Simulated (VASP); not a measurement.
A run of VASP 6.6.1:

The input INCAR:

```
  PREC = Accurate
  ENCUT = 520
  EDIFF = 1E-6
  ISMEAR = 0
  SIGMA = 0.1
  LREAL = False
  LASPH = True
  NELM = 80
  ALGO = Normal
  ISIF = 2
  LWAVE = False
  LCHARG = False
  GGA = PE
  NBANDS = 24
```

File KPOINTS:

```
regular mesh
0
Gamma
  6 6 4
```

Contents of POSCAR:

```
Ca3H2
1.0
    4.7427338300      0.0000000000      0.0000000000
   -2.3713669200      4.1073279800      0.0000000000
    0.0000000000      0.0000000000      4.6840667800
Ca H
3 2
Direct
    0.3425827100      0.0000000000      0.5000000000
    0.0000000000      0.3425827100      0.5000000000
    0.6574172900      0.6574172900      0.5000000000
    0.3333333300      0.6666666700      0.0000000000
    0.6666666700      0.3333333300      0.0000000000
```

Potentials or basis: VASP PAW PBE potentials, release 64 (Ca_sv, H).

Command:

```console
$ cat potpaw_PBE.64/Ca_sv/POTCAR potpaw_PBE.64/H/POTCAR > POTCAR
$ mpirun -np 1 vasp_std > vasp.out
```

Hardware: 1 thread of Intel Xeon 8259CL, on a shared host.

**Question.** How long does it take, and how much memory?

**Answer.** It took 54 s on 1 thread of Intel Xeon 8259CL (shared host), peak memory 0.22 GiB. Counts: scf iterations 13, k points 21.
